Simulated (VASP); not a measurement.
Set up this calculation in VASP 6.6.1, as the native input.

```yaml
Task: single point
Functional: PBE
Potentials_or_basis: VASP PAW PBE potentials, release 64 (Bi_d, Te)
Cutoff: 520 eV
k_mesh: 8 × 8 × 8, shifted
Occupations: gaussian, width 0.05 eV
Spin: no spin polarisation
Dipole_correction: no
Further_INCAR_settings: ALGO = Normal; EDIFF = 1e-06; NBANDS = 32
```

The structure of Bi2Te3 lies in POSCAR:

```
Bi2Te3
1.0
    2.2248063976      1.2844925725     10.6494745158
   -2.2248063976      1.2844925725     10.6494745158
    0.0000000000     -2.5689851451     10.6494745158
Bi Te
2 3
Direct
    0.3976135335      0.3976135335      0.3976135335
    0.6023864665      0.6023864665      0.6023864665
    0.0000000000      0.0000000000      0.0000000000
    0.2152308500      0.2152308500      0.2152308500
    0.7847691500      0.7847691500      0.7847691500
```

These files were run (other wordings do the same):

INCAR

```
SYSTEM = Bi2Te3
PREC     = Accurate       ! precision mode
ENCUT    = 520            ! plane-wave cutoff, eV
EDIFF    = 1E-6           ! SCF threshold, eV
ISMEAR   = 0              ! smearing method
SIGMA    = 0.05           ! smearing width, eV
LREAL    = .False.        ! projectors in reciprocal space
LASPH    = .True.         ! aspherical terms in the spheres
NELM     = 100            ! most SCF steps
ALGO     = Normal         ! electronic algorithm
ISIF     = 2              ! what is computed and relaxed
LWAVE    = .False.        ! write WAVECAR
LCHARG   = .True.         ! write CHGCAR
GGA      = PE             ! functional
LELF     = .True.         ! ELF
LVHAR    = .True.       
NBANDS   = 32             ! bands
```

KPOINTS

```
Automatic mesh
0
Gamma
  8 8 8
  0.5 0.5 0.5
```

Potentials or basis: VASP PAW PBE potentials, release 64 (Bi_d, Te).

Launch:

```sh
$ cat potpaw_PBE.64/Bi_d/POTCAR potpaw_PBE.64/Te/POTCAR > POTCAR
$ mpirun -np 1 vasp_std > vasp.out
```

Results of the run:

* Pressure: 0.0 GPa
* Largest force: 0.008 eV/Å
* Band gap on the k mesh: 0.52 eV, direct

Caveat: spin-orbit coupling is left out, which moves the levels of the heavy elements.

Run time: 24 min on 1 thread of AMD EPYC 9R45 96-Core Processor (Zen 5), with other jobs on the host, peak memory 1.2 GiB.
